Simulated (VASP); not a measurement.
A run of VASP 6.6.1 is set up as follows.

The input POSCAR:

```
YSn3
1.0
    4.3918724099      0.0000000000      0.0000000000
    0.0000000000      4.3918724099      0.0000000000
    0.0000000000      0.0000000000      4.3918724099
Y Sn
1 3
Direct
    0.0000000000      0.0000000000      0.0000000000
    0.0000000000      0.5000000000      0.5000000000
    0.5000000000      0.0000000000      0.5000000000
    0.5000000000      0.5000000000      0.0000000000
```

File INCAR.step1:

```
SYSTEM = YSn3
PREC = Accurate
ENCUT = 520
ISMEAR = -1
SIGMA = 0.1
LREAL = .False.
LASPH = .True.
NELM = 100
NBANDS = 34
GGA = PE
ALGO = Normal
EDIFF = 1E-4
LWAVE = .True.
LCHARG = .False.
```

The input INCAR.step2:

```
SYSTEM = YSn3
PREC = Accurate
ENCUT = 520
EDIFF = 1E-6
ISMEAR = -1
SIGMA = 0.1
LREAL = .False.
LASPH = .True.
NELM = 100
ALGO = Normal
ISIF = 2
LWAVE = .False.
LCHARG = .True.
METAGGA = R2SCAN
LMIXTAU = .True.
LELF = .True.
LVHAR = .True.
NBANDS = 34
ISTART = 1
```

KPOINTS

```
regular mesh
0
Gamma
  5 5 5
  0 0 0
```

Potentials or basis: VASP PAW PBE potentials, release 64 (Y_sv, Sn_d).

The run is started by

```bash
$ cat potpaw_PBE.64/Y_sv/POTCAR potpaw_PBE.64/Sn_d/POTCAR > POTCAR
$ cp INCAR.step1 INCAR
$ mpirun -np 1 vasp_std > vasp.out
$ cp INCAR.step2 INCAR
$ mpirun -np 1 vasp_std > vasp.out
```

(1) What does it give for the pressure?

## Answers

(1) 20.1 GPa.

Caveat: the PAW data sets were made with another functional, which shifts forces and pressure a little.
